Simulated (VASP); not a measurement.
# Hg: single point with PBE

Hg:

```
Hg
1.0
    -2.75040    2.75040    3.87236
     2.75040   -2.75040    3.87236
     2.75040    2.75040   -3.87236
Hg
4
Direct
  0.87500 0.37500 0.00000
  0.37500 0.87500 0.00000
  0.62500 0.62500 0.50000
  0.12500 0.12500 0.50000
```

```
Program                : VASP 6.6.1
Task                   : single point
Functional             : PBE
Potentials or basis    : VASP PAW PBE potentials, release 64 (Hg)
Cutoff                 : 520 eV
k mesh                 : 12 × 12 × 12
Occupations            : gaussian, width 0.1 eV
Spin                   : no spin polarisation
Dipole correction      : no
Further INCAR settings : ALGO = Fast; EDIFF = 1e-06; NBANDS = 32
```

```
Pressure               : 0.0 GPa
Band gap on the k mesh : zero (bands 24 and 25 overlap by 2.30 eV)
```

Levels at points of the mesh, in eV from the Fermi level:
| k point | band 22 | band 23 | band 24 | band 25 | band 26 | band 27 |
| --- | --- | --- | --- | --- | --- | --- |
| (0.00, 0.00, 0.00) | -1.18 | -1.18 | 1.70 | 3.19 | 3.19 | 3.22 |
| (0.50, 0.00, 0.00) | -4.81 | -0.87 | -0.87 | 2.17 | 2.17 | 2.20 |
| (0.50, 0.50, 0.00) | -4.35 | -1.72 | -1.72 | -0.58 | -0.58 | 6.50 |
| (0.50, 0.50, 0.50) | -4.32 | -1.75 | -1.75 | -0.60 | -0.60 | 6.45 |

Wall time 8 min on 1 thread of Intel(R) Xeon(R) Platinum 8259CL CPU @ 2.50GHz (Skylake/Cascade Lake), on a shared host, peak memory 0.57 GiB.

Caveat: spin-orbit coupling is left out, which moves the levels of the heavy elements.
